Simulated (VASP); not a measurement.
Set up this calculation in VASP 6.6.1, as the native input.

| Quantity | Value |
| --- | --- |
| Task | single point |
| Functional | r2SCAN |
| Potentials or basis | VASP PAW PBE potentials, release 64 (Mn_pv) |
| Cutoff | 520 eV |
| k mesh | 8 × 8 × 8 |
| Occupations | gaussian, width 0.1 eV |
| Spin | collinear spin, ferromagnetic start |
| Starting moments | [4.0] μB |
| Dipole correction | no |
| Further INCAR settings | ALGO = Normal; EDIFF = 1e-07; NBANDS = 16 |

The system is Mn.

```
Mn
1.0
    -1.53000    1.53000    1.53000
     1.53000   -1.53000    1.53000
     1.53000    1.53000   -1.53000
Mn
1
Direct
  0.00000 0.00000 0.00000
```

One way to write it, as run:

POSCAR

```
Mn
1.0
   -1.5300022839      1.5300022839      1.5300022839
    1.5300022839     -1.5300022839      1.5300022839
    1.5300022839      1.5300022839     -1.5300022839
Mn
1
Direct
    0.0000000000      0.0000000000      0.0000000000
```

INCAR.step1

```
PREC = Accurate
ENCUT = 520
ISMEAR = 0
SIGMA = 0.1
LREAL = False
LASPH = True
NELM = 150
ISPIN = 2
MAGMOM = 4
LMAXMIX = 4
NBANDS = 16
GGA = PE
ALGO = Normal
EDIFF = 1E-4
LWAVE = True
LCHARG = False
```

INCAR.step2

```
PREC = Accurate
ENCUT = 520
EDIFF = 1E-7
ISMEAR = 0
SIGMA = 0.1
LREAL = False
LASPH = True
NELM = 150
ALGO = Normal
ISIF = 2
LWAVE = False
LCHARG = False
ISPIN = 2
MAGMOM = 4
LORBIT = 11
LMAXMIX = 4
METAGGA = R2SCAN
LMIXTAU = True
NBANDS = 16
ISTART = 1
```

KPOINTS

```
Automatic mesh
0
Gamma
  8 8 8
```

Potentials or basis: VASP PAW PBE potentials, release 64 (Mn_pv).

The run is started by

```bash
$ cat potpaw_PBE.64/Mn_pv/POTCAR > POTCAR
$ cp INCAR.step1 INCAR
$ mpirun -np 1 vasp_std > vasp.out
$ cp INCAR.step2 INCAR
$ mpirun -np 1 vasp_std > vasp.out
```

It gave:

```json
{
 "Pressure": "11.8 GPa",
 "Net moment": "3.81 μB per cell",
 "Site moments": "Mn +3.77 μB",
 "Valence electrons inside the program's atomic spheres": "Mn 11.59"
}
```

Caveat: the k points lie up to 0.36 Å⁻¹ apart; the PAW data sets were made with another functional, which shifts forces and pressure a little.

Run time: 3 min on 1 thread of Intel(R) Xeon(R) Platinum 8488C (Sapphire Rapids), with other jobs on the host, peak memory 0.14 GiB.
